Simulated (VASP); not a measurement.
# TiAl3N4 (I4/mmm) in VASP: notebook

Runs on TiAl3N4. Level: PBE. Tasks: single point.

Everything below comes from runs of VASP 6.6.1. Logs are shortened: lines on timing, memory, paths and dates and some standing lists are left out, and cuts for length are marked.

## (1) The cell of the first run

Symmetry: I4/mmm, No. 139, tetragonal system. Conventional cell: a = 4.138 Å, b = 4.138 Å, c = 8.269 Å, α = 90.00°, β = 90.00°, γ = 90.00°. Within 2.7 Å of Ti (site symmetry 4/mmm) lie 6 N at 2.07 to 2.15 Å. Al (site symmetry 4/mmm) has 6 N at 1.99 to 2.07 Å within 2.6 Å. Al (site symmetry -4m2) has 6 N at 2.07 Å within 2.7 Å. N (site symmetry 4mm) has 5 Al at 1.99 to 2.07 Å and 1 Ti at 2.15 Å within 2.6 Å. N (site symmetry mmm) has 4 Al at 2.07 Å and 2 Ti at 2.07 Å within 2.7 Å.

## (2) Single point, PBE, collinear spin, ferromagnetic start

Contents of INCAR:

```
ALGO = Normal
EDIFF = 1E-6
ENCUT = 600
GGA = PE
GGA_COMPAT = False
ISIF = 2
ISMEAR = 0
ISPIN = 2
LASPH = True
LCHARG = False
LMAXMIX = 4
LORBIT = 11
LREAL = False
LWAVE = False
MAGMOM = 1 0 0 0 0 0 0 0
NBANDS = 34
NELM = 200
PREC = Accurate
SIGMA = 0.1
```

Contents of KPOINTS:

```
k-points
0
Gamma
  6 6 6
```

Contents of POSCAR:

```
TiAl3N4
1.0
   -2.0691572220      2.0691572220      4.1345883905
    2.0691572220     -2.0691572220      4.1345883905
    2.0691572220      2.0691572220     -4.1345883905
Ti Al N
1 3 4
Direct
    0.0000000000      0.0000000000      0.0000000000
    0.5000000000      0.5000000000      0.0000000000
    0.7500000000      0.2500000000      0.5000000000
    0.2500000000      0.7500000000      0.5000000000
    0.7405435811      0.7405435811      0.0000000000
    0.2594564189      0.2594564189      0.0000000000
    0.5000000000      0.0000000000      0.5000000000
    0.0000000000      0.5000000000      0.5000000000
```

Potentials or basis: VASP PAW PBE potentials, release 64 (Ti_sv, Al, N).

Command:

```
cat potpaw_PBE.64/Ti_sv/POTCAR potpaw_PBE.64/Al/POTCAR potpaw_PBE.64/N/POTCAR > POTCAR
mpirun -np 1 vasp_std > vasp.out
```

OUTCAR:

```text
EDIFF = 1E-6
   ENCUT = 600
   GGA = PE
   ISIF = 2
   ISMEAR = 0
   ISPIN = 2
   LASPH = True
   LORBIT = 11
   LREAL = False
   NELM = 200
   PREC = Accurate

 ion  position               nearest neighbor table
   1  0.000  0.000  0.000-   7 2.07   8 2.07   8 2.07   7 2.07   5 2.15   6 2.15   3 2.92   4 2.92
                             3 2.92   4 2.92   3 2.92   3 2.92   4 2.92   4 2.92   2 2.93   2 2.93
   2  0.500  0.500  0.000-   5 1.99   6 1.99   7 2.07   8 2.07   7 2.07   8 2.07   3 2.92   4 2.92
                             3 2.92   4 2.92   4 2.92   4 2.92   3 2.92   3 2.92   1 2.93   1 2.93
   3  0.750  0.250  0.500-   7 2.07   8 2.07   6 2.07   5 2.07   6 2.07   5 2.07   1 2.92   2 2.92
                             2 2.92   1 2.92   1 2.92   2 2.92   2 2.92   1 2.92   4 2.93   4 2.93
   4  0.250  0.750  0.500-   7 2.07   8 2.07   6 2.07   5 2.07   6 2.07   5 2.07   1 2.92   2 2.92
                             2 2.92   1 2.92   1 2.92   1 2.92   2 2.92   2 2.92   3 2.93   3 2.93
   5  0.741  0.741  0.000-   2 1.99   3 2.07   4 2.07   3 2.07   4 2.07   1 2.15
   6  0.259  0.259  0.000-   2 1.99   3 2.07   4 2.07   4 2.07   3 2.07   1 2.15
   7  0.500  0.000  0.500-   3 2.07   4 2.07   1 2.07   2 2.07   2 2.07   1 2.07
   8  0.000  0.500  0.500-   3 2.07   4 2.07   1 2.07   2 2.07   1 2.07   2 2.07

  LATTYP: Found a body centered tetragonal cell.
 ALAT       =     4.1383144440
 C/A-ratio  =     1.9981992410

  Lattice vectors:

 A1 = (  -2.0691572220,   2.0691572220,   4.1345883905)
 A2 = (   2.0691572220,  -2.0691572220,   4.1345883905)
 A3 = (   2.0691572220,   2.0691572220,  -4.1345883905)

Analysis of symmetry for initial positions (statically):
=====================================================================
 Subroutine PRICEL returns:
 Original cell was already a primitive cell.

 Routine SETGRP: Setting up the symmetry group for a
 body centered tetragonal supercell.

 Subroutine GETGRP returns: Found 16 space group operations
 (whereof 16 operations were pure point group operations)
 out of a pool of 16 trial point group operations.

The static configuration has the point symmetry D_4h.

Analysis of symmetry for dynamics (positions and initial velocities):
=====================================================================
 Subroutine PRICEL returns:
 Original cell was already a primitive cell.

 Routine SETGRP: Setting up the symmetry group for a
 body centered tetragonal supercell.

 Subroutine GETGRP returns: Found 16 space group operations
 (whereof 16 operations were pure point group operations)
 out of a pool of 16 trial point group operations.

The dynamic configuration has the point symmetry D_4h.

Analysis of structural, dynamic, and magnetic symmetry:
=====================================================================
 Subroutine PRICEL returns:
 Original cell was already a primitive cell.

 Routine SETGRP: Setting up the symmetry group for a
 body centered tetragonal supercell.

 Subroutine GETGRP returns: Found 16 space group operations
 (whereof 16 operations were pure point group operations)
 out of a pool of 16 trial point group operations.

The overall configuration has the point symmetry D_4h.

 Subroutine INISYM returns: Found 16 space group operations
 (whereof 16 operations are pure point group operations),
 and found     1 'primitive' translations

----------------------------------------------------------------------------------------

                                     Primitive cell

  volume of cell :      70.8075

  direct lattice vectors                    reciprocal lattice vectors
    -2.069157222  2.069157222  4.134588391     0.000000000  0.241644277  0.120931022
     2.069157222 -2.069157222  4.134588391     0.241644277  0.000000000  0.120931022
     2.069157222  2.069157222 -4.134588391     0.241644277  0.241644277  0.000000000

  length of vectors
     5.065337538  5.065337538  5.065337538     0.270215226  0.270215226  0.341736613

[... 75 lines left out ...]
   number of dos      NEDOS =    301   number of ions     NIONS =      8
   total plane-waves  NPLWV =  64000
   dimension x,y,z NGX =    40 NGY =   40 NGZ =   40
   dimension x,y,z NGXF=    80 NGYF=   80 NGZF=   80
   ions per type =               1   3   4
   NGX,Y,Z   is equivalent  to a cutoff of  13.13, 13.13, 13.13 a.u.
   NGXF,Y,Z  is equivalent  to a cutoff of  26.26, 26.26, 26.26 a.u.
 SYSTEM =  unknown system
   PREC   = accura    normal or accurate (medium, high low for compatibility)
   ISTART =      0    job   : 0-new  1-cont  2-samecut
   ICHARG =      2    charge: 1-file 2-atom 10-const
   ISPIN  =      2    spin polarized calculation?
   LNONCOLLINEAR =      F non collinear calculations
   LSORBIT =      F    spin-orbit coupling
   LASPH  =      T    aspherical Exc in radial PAW
   ENCUT  =  600.0 eV  44.10 Ry    6.64 a.u.  10.12 10.12 10.12*2*pi/ulx,y,z
   NELM   =    200;   NELMIN=  2; NELMDL= -5     # of ELM steps
   EDIFF  = 0.1E-05   stopping-criterion for ELM
   LREAL  =      F    real-space projection
   EDIFFG = 0.1E-04   stopping-criterion for IOM
   NSW    =      0    number of steps for IOM
   IBRION =     -1    ionic relax: 0-MD 1-quasi-New 2-CG
   NFREE  =      0    steps in history (QN), initial steepest desc. (CG)
   ISIF   =      2    stress and relaxation
   ISYM   =      2    0-nonsym 1-usesym 2-fastsym
   POTIM  = 0.5000    time-step for ionic-motion
   TEBEG  =    0.0;   TEEND  =   0.0 temperature during run
   PSTRESS=    0.0 pullay stress
   NELECT =      41.0000    total number of electrons
   NUPDOWN=      -1.0000    fix difference up-down
   EMIN   =  10.00;   EMAX   =-10.00  energy-range for DOS
   EFERMI =   0.00;   METHOD = LEGACY
   ISMEAR =     0;   SIGMA  =   0.10  broadening in eV -4-tet -1-fermi 0-gaus
   EFERMI_NEDOS =   21; number of points for ismear=-14 and -15
   IALGO  =     38    algorithm
   IMIX   =      4    mixing-type and parameters
     AMIX     =   0.40;   BMIX     =  1.00
     AMIX_MAG =   1.60;   BMIX_MAG =  1.00
  volume/ion in A,a.u.               =       8.85        59.73
  Fermi-wavevector in a.u.,A,eV,Ry     =   1.364509  2.578548 25.332476  1.861884
  Thomas-Fermi vector in A             =   2.490818
   LORBIT       =     11    0 simple, 1 ext, 2 COOP (PROOUT), +10 PAW based schemes
   GGA     = PE    functional components
   LHFCALC =     F    Hartree Fock is set to
   AEXX    =    0.0000 exact exchange contribution
   IVDW    =     0    specifies the selected vdW correction
   LEPSILON=     F    determine dielectric tensor
   LRPA    =     F    only Hartree local field effects (RPA)
 spin polarized calculation
 Gauss-broadening in eV      SIGMA  =   0.10
  energy-cutoff  :      600.00
  volume of cell :       70.81
 maximum number of plane-waves:      2405
   NGX = 21   NGY = 21   NGZ = 21

 number of electron      41.0000003 magnetization       0.4445964

 Free energy of the ion-electron system (eV)
  ---------------------------------------------------
  ext. energy  EPLUGINS =         0.00000000
  ---------------------------------------------------
  free energy    TOTEN  =       -61.98230746 eV

  energy without entropy =      -61.97280131  energy(sigma->0) =      -61.97755438

 E-fermi :  11.8467     XC(G=0): -12.3378

 val. band max:       11.8397872481   @ k =  -0.1667   0.1667   0.1667
 cond. band min:      11.8534314310   @ k =   0.3333  -0.0000   0.0000
 fundamental gap:      0.0136441829
 Fermi energy:        11.8467476945

 spin component 1

 k-point     1 :       0.0000    0.0000    0.0000
  band No.  band energies     occupation
      1     -46.2341      1.00000
      2     -22.6502      1.00000
      3     -22.5399      1.00000
      4     -22.5399      1.00000
      5      -7.2524      1.00000
      6      -3.9300      1.00000
[... 829 lines left out ...]
     31      18.8519      0.00000
     32      20.6014      0.00000

 [... further k-points ...]

 spin component 2

 k-point     1 :       0.0000    0.0000    0.0000
  band No.  band energies     occupation
      1     -45.8981      1.00000
      2     -22.2771      1.00000
      3     -22.2229      1.00000
      4     -22.2229      1.00000
      5      -7.2310      1.00000
      6      -3.9267      1.00000
[... 829 lines left out ...]
     31      18.9486      0.00000
     32      20.6895      0.00000

 [... further k-points ...]

 [bands above 32 left out]

------------------------ aborting loop because EDIFF is reached ----------------------------------------

  FORCE on cell =-STRESS in cart. coord.  units (eV):
  Direction    XX          YY          ZZ          XY          YZ          ZX
  --------------------------------------------------------------------------------------
  -------------------------------------------------------------------------------------
  Total       -0.0765223     -0.0765223     -0.1015751      0.0000000      0.0000000      0.0000000
  in kB       -1.7314883     -1.7314883     -2.2983623      0.0000000      0.0000000      0.0000000
  external PRESSURE =      -1.9204463 kB  Pullay stress =       0.0000000 kB

 VOLUME and BASIS-vectors are now :
 -----------------------------------------------------------------------------
  energy-cutoff  :      600.00
  volume of cell :       70.81
      direct lattice vectors                 reciprocal lattice vectors
    -2.069157222  2.069157222  4.134588391     0.000000000  0.241644277  0.120931022
     2.069157222 -2.069157222  4.134588391     0.241644277  0.000000000  0.120931022
     2.069157222  2.069157222 -4.134588391     0.241644277  0.241644277  0.000000000

 POSITION                                       TOTAL-FORCE (eV/Angst)
 -----------------------------------------------------------------------------------
      0.00000      0.00000      0.00000        -0.000000     -0.000000      0.000000
      0.00000      0.00000      4.13459        -0.000000     -0.000000      0.000000
     -0.00000      2.06916      2.06729        -0.000000     -0.000000      0.000000
      2.06916     -0.00000      2.06729        -0.000000     -0.000000      0.000000
      0.00000      0.00000      6.12369        -0.000000     -0.000000     -0.018220
      0.00000      0.00000      2.14549         0.000000      0.000000      0.018220
      0.00000      2.06916      0.00000        -0.000000     -0.000000      0.000000
      2.06916      0.00000      0.00000        -0.000000     -0.000000      0.000000
 -----------------------------------------------------------------------------------
    total drift:                                0.000000      0.000000     -0.000000

  FREE ENERGIE OF THE ION-ELECTRON SYSTEM (eV)
  ---------------------------------------------------
  free  energy   TOTEN  =       -61.9823074575 eV

  energy  without entropy=      -61.9728013123  energy(sigma->0) =      -61.97755438

 total charge

# of ion       s       p       d       tot
------------------------------------------
    1        2.204   6.259   1.983  10.445
    2        0.311   0.386   0.000   0.697
    3        0.307   0.369   0.000   0.676
    4        0.307   0.369   0.000   0.676
    5        1.220   2.585   0.000   3.805
    6        1.220   2.585   0.000   3.805
    7        1.227   2.577   0.000   3.805
    8        1.227   2.577   0.000   3.805
--------------------------------------------------
tot          8.022  17.706   1.983  27.711

 magnetization (x)

# of ion       s       p       d       tot
------------------------------------------
    1        0.003   0.003   0.334   0.340
    2        0.001  -0.001   0.000   0.000
    3        0.001  -0.000   0.000   0.001
    4        0.001  -0.000   0.000   0.001
    5       -0.000   0.004   0.000   0.004
    6       -0.000   0.004   0.000   0.004
    7       -0.001  -0.005   0.000  -0.006
    8       -0.001  -0.005   0.000  -0.006
--------------------------------------------------
tot          0.004   0.001   0.334   0.339
```

Run time: 4.2 min. Hardware: 1 thread of Intel Xeon 6975P-C, shared host; peak memory 0.37 GiB.

What came out:

```
Free energy                                           : -61.9823 eV
Pressure                                              : -0.2 GPa
Largest force                                         : 0.018 eV/Å
Net moment                                            : 0.44 μB per cell
Site moments                                          : Ti +0.34; Al +0.00; N +0.00, -0.01 μB
Valence electrons inside the program's atomic spheres : Ti 10.45; Al 0.70, 0.68; N 3.81
```

Forces in eV/Å, atoms in the order of the input:
```
Ti   0.000  0.000  0.000
Al   0.000  0.000  0.000
Al   0.000  0.000  0.000
Al   0.000  0.000  0.000
N    0.000  0.000 -0.018
N    0.000  0.000  0.018
N    0.000  0.000  0.000
N    0.000  0.000  0.000
```

## (3) Single point, PBE, collinear spin, ferromagnetic start

This run uses another cell than the first one, of 12.78 Å³/atom, 1.444 times its volume.

Contents of INCAR:

```
SYSTEM = TiAl3N4
ALGO = Normal ; EDIFF = 1E-6
ENCUT = 600 ; GGA = PE
GGA_COMPAT = .FALSE. ; ISIF = 2
ISMEAR = 0 ; ISPIN = 2
LASPH = .TRUE. ; LCHARG = .FALSE.
LMAXMIX = 4 ; LORBIT = 11
LREAL = .FALSE. ; LWAVE = .FALSE.
MAGMOM = 1 0 0 0 0 0 0 0 ; NBANDS = 34
NELM = 200 ; PREC = Accurate
SIGMA = 0.1
```

Contents of KPOINTS:

```
k-points
0
G
  6 6 6
  0 0 0
```

Contents of POSCAR:

```
TiAl3N4
1.0
   -2.3381735700      2.3381735700      4.6763471400
    2.3381735700     -2.3381735700      4.6763471400
    2.3381735700      2.3381735700     -4.6763471400
Ti Al N
1 3 4
Direct
    0.0000000000      0.0000000000      0.0000000000
    0.5000000000      0.5000000000      0.0000000000
    0.7500000000      0.2500000000      0.5000000000
    0.2500000000      0.7500000000      0.5000000000
    0.7500000000      0.7500000000      0.0000000000
    0.2500000000      0.2500000000      0.0000000000
    0.5000000000      0.0000000000      0.5000000000
    0.0000000000      0.5000000000      0.5000000000
```

Potentials or basis: VASP PAW PBE potentials, release 64 (Ti_sv, Al, N).

Command:

```
cat potpaw_PBE.64/Ti_sv/POTCAR potpaw_PBE.64/Al/POTCAR potpaw_PBE.64/N/POTCAR > POTCAR
mpirun -np 1 vasp_std > vasp.out
```

It took 9.5 min on 1 thread of Intel Xeon 6975P-C, shared host; peak memory 0.52 GiB.

It converged, with:

| Quantity | Value |
| --- | --- |
| Free energy | -56.3397 eV |
| Pressure | -41.0 GPa |
| Largest force | 0.554 eV/Å |
| Net moment | -0.94 μB per cell |
| Site moments | Ti -0.79; Al -0.00, -0.01; N -0.00, +0.03 μB |
| Valence electrons inside the program's atomic spheres | Ti 9.96; Al 0.55, 0.56; N 3.55, 3.56 |

Forces in eV/Å, atoms in the order of the input:
```
Ti   0.000  0.000  0.000
Al   0.000  0.000  0.000
Al   0.000  0.000  0.000
Al   0.000  0.000  0.000
N    0.000  0.000 -0.554
N    0.000  0.000  0.554
N    0.000  0.000  0.000
N    0.000  0.000  0.000
```

Stress tensor (GPa, compression positive):
```
-41.54   0.00   0.00
  0.00 -41.54   0.00
  0.00   0.00 -40.00
```

Levels at points of the mesh, in eV from the Fermi level:
Spin up:
| k point | band 16 | band 17 | band 18 | band 19 | band 20 | band 21 | band 22 | band 23 | band 24 | band 25 |
| --- | --- | --- | --- | --- | --- | --- | --- | --- | --- | --- |
| (0.00, 0.00, 0.00) | -3.18 | -3.18 | -1.69 | -1.63 | -1.63 | -0.91 | 0.09 | 0.20 | 1.01 | 1.01 |
| (0.50, 0.00, 0.00) | -3.56 | -3.14 | -2.66 | -2.65 | -2.22 | 0.86 | 1.18 | 1.28 | 1.69 | 2.63 |
| (0.50, 0.50, 0.00) | -3.10 | -2.33 | -2.33 | -2.32 | -2.23 | 1.38 | 1.42 | 1.64 | 2.33 | 2.54 |
| (0.50, 0.50, 0.50) | -3.01 | -2.90 | -2.90 | -2.22 | -2.22 | -0.58 | 0.20 | 0.23 | 0.43 | 0.43 |
Spin down:
```csv
k point,band 18,band 19,band 20,band 21,band 22,band 23,band 24,band 25
"(0.00, 0.00, 0.00)",-1.66,-1.61,-1.61,-0.95,-0.70,0.05,0.05,0.06
"(0.50, 0.00, 0.00)",-2.68,-2.66,-2.21,-0.05,0.31,0.48,1.26,2.45
"(0.50, 0.50, 0.00)",-2.32,-2.30,-2.25,0.39,0.58,0.76,2.25,2.41
"(0.50, 0.50, 0.50)",-3.00,-2.20,-2.20,-0.62,-0.61,-0.39,-0.39,0.10
```
